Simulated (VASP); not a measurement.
# BN (P6_3mc) in VASP: further runs

The runs below take BN through relaxation of the atoms, with PBEsol.

All numbers are computed with VASP 6.6.1; they aren't measurements. Logs are shortened: lines on timing, memory, paths and dates and some standing lists are left out, and cuts for length are marked.

### 1 The cell of the first run

The structure is hexagonal, space group P6_3mc (No. 186). The conventional cell has a = 2.566 Å, b = 2.566 Å, c = 4.200 Å, α = 90.00°, β = 90.00°, γ = 120.00°. B (site symmetry 3m) has 4 N at 1.57 to 1.58 Å within 2.1 Å. N (site symmetry 3m) has 4 B at 1.57 to 1.58 Å within 2.1 Å.

### 2 Relaxation of the atoms, PBEsol (strained cell)

Contents of INCAR:

```
SYSTEM = BN
PREC = Accurate
ENCUT = 520
EDIFF = 1E-6
ISMEAR = 0
SIGMA = 0.02
LREAL = .FALSE.
LASPH = .TRUE.
NELM = 100
ALGO = Normal
ISIF = 2
LWAVE = .FALSE.
LCHARG = .FALSE.
GGA = PS
IBRION = 2
NSW = 60
EDIFFG = -0.002
```

Contents of KPOINTS:

```
Automatic mesh
0
G
  9 9 6
  0 0 0
```

Contents of POSCAR:

```
BN
1.0
    2.5659661661      0.0000000000      0.0000000000
   -1.2829830830      2.2221918851      0.0000000000
    0.0000000000      0.0000000000      4.1997158981
B N
2 2
Direct
    0.3333333333      0.6666666667     -0.0005252657
    0.6666666667      0.3333333333      0.4994747343
    0.3333333333      0.6666666667      0.3745252657
    0.6666666667      0.3333333333      0.8745252657
```

Potentials or basis: VASP PAW PBE potentials, release 64 (B, N).

Started as:

```console
$ cat potpaw_PBE.64/B/POTCAR potpaw_PBE.64/N/POTCAR > POTCAR
$ mpirun -np 1 vasp_std > vasp.out
```

OUTCAR:

```text
SYSTEM = BN
   PREC = Accurate
   ENCUT = 520
   EDIFF = 1E-6
   ISMEAR = 0
   LREAL = .FALSE.
   LASPH = .TRUE.
   NELM = 100
   ISIF = 2
   GGA = PS
   IBRION = 2
   NSW = 60
   EDIFFG = -0.002

 ion  position               nearest neighbor table
   1  0.333  0.667  0.999-   4 1.57   4 1.57   4 1.57   3 1.58
   2  0.667  0.333  0.499-   3 1.57   3 1.57   3 1.57   4 1.58
   3  0.333  0.667  0.375-   2 1.57   2 1.57   2 1.57   1 1.58
   4  0.667  0.333  0.875-   1 1.57   1 1.57   1 1.57   2 1.58

  LATTYP: Found a hexagonal cell.
 ALAT       =     2.5659661661
 C/A-ratio  =     1.6366996391

  Lattice vectors:

 A1 = (   2.5659661661,   0.0000000000,   0.0000000000)
 A2 = (  -1.2829830830,   2.2221918851,   0.0000000000)
 A3 = (   0.0000000000,   0.0000000000,   4.1997158981)

Analysis of symmetry for initial positions (statically):
=====================================================================
 Subroutine PRICEL returns:
 Original cell was already a primitive cell.

 Routine SETGRP: Setting up the symmetry group for a
 hexagonal supercell.

 Subroutine GETGRP returns: Found 12 space group operations
 (whereof  6 operations were pure point group operations)
 out of a pool of 24 trial point group operations.

The static configuration has the point symmetry C_3v.
 The point group associated with its full space group is C_6v.

Analysis of symmetry for dynamics (positions and initial velocities):
=====================================================================
 Subroutine PRICEL returns:
 Original cell was already a primitive cell.

 Routine SETGRP: Setting up the symmetry group for a
 hexagonal supercell.

 Subroutine GETGRP returns: Found 12 space group operations
 (whereof  6 operations were pure point group operations)
 out of a pool of 24 trial point group operations.

The dynamic configuration has the point symmetry C_3v.
 The point group associated with its full space group is C_6v.

 Subroutine INISYM returns: Found 12 space group operations
 (whereof  6 operations are pure point group operations),
 and found     1 'primitive' translations

----------------------------------------------------------------------------------------

                                     Primitive cell

  volume of cell :      23.9471

  direct lattice vectors                    reciprocal lattice vectors
     2.565966166  0.000000000  0.000000000     0.389716752  0.225003072  0.000000000
    -1.282983083  2.222191885  0.000000000     0.000000000  0.450006143  0.000000000
     0.000000000  0.000000000  4.199715898     0.000000000  0.000000000  0.238111345

  length of vectors
     2.565966166  2.565966166  4.199715898     0.450006143  0.450006143  0.238111345

  position of ions in fractional coordinates (direct lattice)
     0.333333333  0.666666667  0.999474734
     0.666666667  0.333333333  0.499474734
     0.333333333  0.666666667  0.374525266
     0.666666667  0.333333333  0.874525266

  ion indices of the primitive-cell ions
   primitive index   ion index
                 1           1
                 2           2
                 3           3
                 4           4

----------------------------------------------------------------------------------------

 KPOINTS: Automatic mesh

Automatic generation of k-mesh.
 Grid dimensions read from file:
 generate k-points for:    9    9    6

 Generating k-lattice:

  Cartesian coordinates                     Fractional coordinates (reciprocal lattice)
     0.043301861  0.025000341  0.000000000     0.111111111 -0.000000000  0.000000000
     0.000000000  0.050000683  0.000000000     0.000000000  0.111111111  0.000000000
     0.000000000  0.000000000  0.039685224     0.000000000  0.000000000  0.166666667

  Length of vectors
     0.050000683  0.050000683  0.039685224

  Shift w.r.t. Gamma in fractional coordinates (k-lattice)
     0.000000000  0.000000000  0.000000000

 Subroutine IBZKPT returns following result:
 ===========================================

 Found     48 irreducible k-points:

 Following reciprocal coordinates:
            Coordinates               Weight
  0.000000  0.000000  0.000000      1.000000
  0.111111  0.000000  0.000000      6.000000
  0.222222  0.000000  0.000000      6.000000
  0.333333  0.000000  0.000000      6.000000
  0.444444  0.000000  0.000000      6.000000
  0.111111  0.111111  0.000000      6.000000
[... 16 lines left out ...]
  0.333333  0.222222  0.166667     24.000000
  0.333333  0.333333  0.166667      4.000000
 [... further k-points ...]
   k-points           NKPTS =     48   k-points in BZ     NKDIM =     48   number of bands    NBANDS=     12
   number of dos      NEDOS =    301   number of ions     NIONS =      4
   total plane-waves  NPLWV =  12800
   dimension x,y,z NGX =    20 NGY =   20 NGZ =   32
   dimension x,y,z NGXF=    40 NGYF=   40 NGZF=   64
   ions per type =               2   2
   NGX,Y,Z   is equivalent  to a cutoff of  12.96, 12.96, 12.67 a.u.
   NGXF,Y,Z  is equivalent  to a cutoff of  25.92, 25.92, 25.33 a.u.
 SYSTEM =  BN
   PREC   = accura    normal or accurate (medium, high low for compatibility)
   ISTART =      0    job   : 0-new  1-cont  2-samecut
   ICHARG =      2    charge: 1-file 2-atom 10-const
   ISPIN  =      1    spin polarized calculation?
   LNONCOLLINEAR =      F non collinear calculations
   LSORBIT =      F    spin-orbit coupling
   LASPH  =      T    aspherical Exc in radial PAW
   ENCUT  =  520.0 eV  38.22 Ry    6.18 a.u.   4.77  4.77  7.81*2*pi/ulx,y,z
   NELM   =    100;   NELMIN=  2; NELMDL= -5     # of ELM steps
   EDIFF  = 0.1E-05   stopping-criterion for ELM
   LREAL  =      F    real-space projection
   EDIFFG = -.2E-02   stopping-criterion for IOM
   NSW    =     60    number of steps for IOM
   IBRION =      2    ionic relax: 0-MD 1-quasi-New 2-CG
   NFREE  =      1    steps in history (QN), initial steepest desc. (CG)
   ISIF   =      2    stress and relaxation
   ISYM   =      2    0-nonsym 1-usesym 2-fastsym
   POTIM  = 0.5000    time-step for ionic-motion
   TEBEG  =    0.0;   TEEND  =   0.0 temperature during run
   PSTRESS=    0.0 pullay stress
   NELECT =      16.0000    total number of electrons
   NUPDOWN=      -1.0000    fix difference up-down
   EMIN   =  10.00;   EMAX   =-10.00  energy-range for DOS
   EFERMI =   0.00;   METHOD = LEGACY
   ISMEAR =     0;   SIGMA  =   0.02  broadening in eV -4-tet -1-fermi 0-gaus
   EFERMI_NEDOS =   21; number of points for ismear=-14 and -15
   IALGO  =     38    algorithm
   IMIX   =      4    mixing-type and parameters
     AMIX     =   0.40;   BMIX     =  1.00
     AMIX_MAG =   1.60;   BMIX_MAG =  1.00
  volume/ion in A,a.u.               =       5.99        40.40
  Fermi-wavevector in a.u.,A,eV,Ry     =   1.431190  2.704557 27.868888  2.048305
  Thomas-Fermi vector in A             =   2.550954
   LORBIT       =      0    0 simple, 1 ext, 2 COOP (PROOUT), +10 PAW based schemes
   GGA     = PS    functional components
   LHFCALC =     F    Hartree Fock is set to
   AEXX    =    0.0000 exact exchange contribution
   IVDW    =     0    specifies the selected vdW correction
   LEPSILON=     F    determine dielectric tensor
   LRPA    =     F    only Hartree local field effects (RPA)
 conjugate gradient relaxation of ions
 non-spin polarized calculation
 Gauss-broadening in eV      SIGMA  =   0.02
  energy-cutoff  :      520.00
  volume of cell :       23.95
 maximum number of plane-waves:       652
 NGX is ok and might be reduce to    20
   NGX =  9   NGY =  9   NGZ = 15

--------------------------------------- Ionic step        1  -------------------------------------------

 number of electron      16.0000000 magnetization

 Free energy of the ion-electron system (eV)
  ---------------------------------------------------
  ext. energy  EPLUGINS =         0.00000000
  ---------------------------------------------------
  free energy    TOTEN  =       -36.61306420 eV

  energy without entropy =      -36.61306420  energy(sigma->0) =      -36.61306420

------------------------ aborting loop because EDIFF is reached ----------------------------------------

  FORCE on cell =-STRESS in cart. coord.  units (eV):
  Direction    XX          YY          ZZ          XY          YZ          ZX
  --------------------------------------------------------------------------------------
  -------------------------------------------------------------------------------------
  Total       -1.4354842     -1.4354842      0.0313450     -0.0000000      0.0000000      0.0000000
  in kB      -96.0409826    -96.0409826      2.0971380     -0.0000000      0.0000000      0.0000000
  external PRESSURE =     -63.3282757 kB  Pullay stress =       0.0000000 kB
[... 61 lines left out ...]
  energy  without entropy=      -36.6130391237  energy(sigma->0) =      -36.61303912

--------------------------------------- Ionic step        3  -------------------------------------------

 number of electron      16.0000000 magnetization

 Free energy of the ion-electron system (eV)
  ---------------------------------------------------
  ext. energy  EPLUGINS =         0.00000000
  ---------------------------------------------------
  free energy    TOTEN  =       -36.61310486 eV

  energy without entropy =      -36.61310486  energy(sigma->0) =      -36.61310486

 E-fermi :   7.4692     XC(G=0): -12.9402

 val. band max:        7.3423969813   @ k =   0.0000   0.0000   0.0000
 cond. band min:      12.3731554622   @ k =   0.3333   0.3333   0.0000
 fundamental gap:      5.0307584809
 Fermi energy:         7.4692006682

 k-point     1 :       0.0000    0.0000    0.0000
  band No.  band energies     occupation
      1     -12.9218      2.00000
      2      -8.6870      2.00000
      3      -3.5055      2.00000
      4       5.1593      2.00000
      5       5.1593      2.00000
      6       7.1164      2.00000
      7       7.3424      2.00000
      8       7.3424      2.00000
      9      15.5077      0.00000
     10      15.5077      0.00000
     11      16.1443      0.00000
     12      16.4576      0.00000
[... 331 lines left out ...]
 k-point    24 :       0.3333    0.3333    0.1667
  band No.  band energies     occupation
      1      -7.6325      2.00000
      2      -7.6325      2.00000
      3      -1.7008      2.00000
      4      -0.4235      2.00000
      5      -0.4235      2.00000
      6       1.6054      2.00000
      7       2.7452      2.00000
      8       2.7452      2.00000
      9      13.1258      0.00000
     10      19.2524      0.00000
     11      19.2524      0.00000
     12      20.6307      0.00000

 [... further k-points ...]

------------------------ aborting loop because EDIFF is reached ----------------------------------------

  FORCE on cell =-STRESS in cart. coord.  units (eV):
  Direction    XX          YY          ZZ          XY          YZ          ZX
  --------------------------------------------------------------------------------------
  -------------------------------------------------------------------------------------
  Total       -1.4383234     -1.4383234      0.0351330     -0.0000000      0.0000000      0.0000000
  in kB      -96.2309390    -96.2309390      2.3505716     -0.0000000      0.0000000      0.0000000
  external PRESSURE =     -63.3704355 kB  Pullay stress =       0.0000000 kB
[... 19 lines left out ...]
  FREE ENERGIE OF THE ION-ELECTRON SYSTEM (eV)
  ---------------------------------------------------
  free  energy   TOTEN  =       -36.6131048617 eV

  energy  without entropy=      -36.6131048617  energy(sigma->0) =      -36.61310486

 reached required accuracy - stopping structural energy minimisation
```

It took 36 s on 1 thread of Intel Xeon 8259CL, shared host; peak memory 0.14 GiB.

Results:

- Free energy: -36.6131 eV
- Energy gained by relaxing: 0.0 meV/atom
- Ionic steps: 3
- Pressure after relaxing: -6.3 GPa
- Band gap on the k mesh: 5.03 eV (least direct gap 8.07 eV)

Stress tensor (GPa, compression positive):
```
-9.62  0.00  0.00
 0.00 -9.62  0.00
 0.00  0.00  0.24
```

Final structure:
```xyz
4
Lattice="2.5660 0.0000 0.0000 -1.2830 2.2222 0.0000 0.0000 0.0000 4.1997" Properties=species:S:1:pos:R:3 pbc="T T T"
B     0.0000    1.4815    4.1982
B     1.2830    0.7407    2.0983
N     0.0000    1.4815    1.5723
N     1.2830    0.7407    3.6721
```

Levels at points of the mesh, in eV from the valence-band top:
```
           k point  band 4  band 5  band 6  band 7  band 8  band 9  band 10  band 11  band 12
(0.00, 0.00, 0.00)   -2.18   -2.18   -0.23    0.00    0.00    8.17     8.17     8.80     9.12
(0.00, 0.00, 0.50)   -5.59   -1.21   -1.21   -1.21   -1.21    9.16     9.16     9.73     9.73
```

Caveat: the cell differs from its parent crystal (strained cell); the PAW data sets were made with another functional, which shifts forces and pressure a little; an odd mesh through Γ misses points on the zone boundary, where band edges can lie.

(Continued in part 2 of 3.)
